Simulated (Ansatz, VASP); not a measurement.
## Two plane-wave programs on LiInC3

File INCAR:

```
SYSTEM = LiInC3
  PREC = Accurate
  ENCUT = 600
  EDIFF = 1E-6
  ISMEAR = 0
  SIGMA = 0.1
  LREAL = .FALSE.
  LASPH = .TRUE.
  NELM = 100
  ALGO = Normal
  ISIF = 3
  LWAVE = .FALSE.
  LCHARG = .FALSE.
  GGA = PE
  IBRION = 2
  NSW = 90
  EDIFFG = -0.04
```

Contents of KPOINTS:

```
Automatic mesh
0
G
  6 6 4
  0 0 0
```

File POSCAR:

```
LiInC3
1.0
    1.6265332650     -5.1594558622      0.0000000000
    1.6265332650      5.1594558622      0.0000000000
    0.0000000000      0.0000000000      4.2894180450
Li In C
1 1 3
Direct
    0.0000000000      0.0000000000      0.5000000000
    0.5000000000      0.5000000000      0.0000000000
    0.5000000000      0.5000000000      0.5000000000
    0.5000000000      0.0000000000      0.0000000000
    0.0000000000      0.5000000000      0.0000000000
```

Input for Ansatz:

```yaml
crystal:
  lattice:
    - [1.626533265, -5.1594558622, 0.0]
    - [1.626533265, 5.1594558622, 0.0]
    - [0.0, 0.0, 4.289418045]
  atoms:
    - { symbol: Li, position: [0.0, 0.0, 0.5] }
    - { symbol: In, position: [0.5, 0.5, 0.0] }
    - { symbol: C, position: [0.5, 0.5, 0.5] }
    - { symbol: C, position: [0.5, 0.0, 0.0] }
    - { symbol: C, position: [0.0, 0.5, 0.0] }
basis:
  ecutwfc: 420
kpoints:
  mp_grid: { grid: [6, 6, 4] }
hamiltonian:
  xc: pbe
scf:
  occupations: { method: gaussian, width: 0.1 }
  lower_state_search: "off"
output:
  forces: true
  stress: true
  eigenvalues: true
relax:
  adjacent_minimum: "off"
  f_tol: 0.04
  max_steps: 70
  cell: { stress_tol: 0.4 }
```

Change from the starting cell: species swapped into the KHgF3 type (Cmmm, No. 65).

Alike in both runs: task relaxation of cell and atoms; functional PBE; k mesh 6 × 6 × 4; occupations gaussian, width 0.1 eV; no spin polarisation.

```csv
,VASP,Ansatz
version,VASP 6.6.1,Ansatz 0.2.0
potentials or method,"VASP PAW PBE potentials, release 64 (Li_sv, In_d, C), cutoff 600 eV","scalar-relativistic, plane waves, PAW"
valence electrons in the cell,28,28
```

|  | VASP | Ansatz | Ansatz less VASP |
| --- | --- | --- | --- |
| gap on the k mesh at the Fermi level, each at its own relaxed structure (eV) | none | none | - |
| relaxed volume (Å³/atom) | 15.32 | 15.37 | +0.050 |
| relaxed cell length with the largest relative difference (Å) | 6.252 | 6.286 | +0.0341 |

A gap of «none» marks a metal or a gap that the smearing closes.

The k mesh is coarse, so the values compare programs but aren't converged. Noted on VASP's run: the cutoff is short for stress, so the pressure is rough.
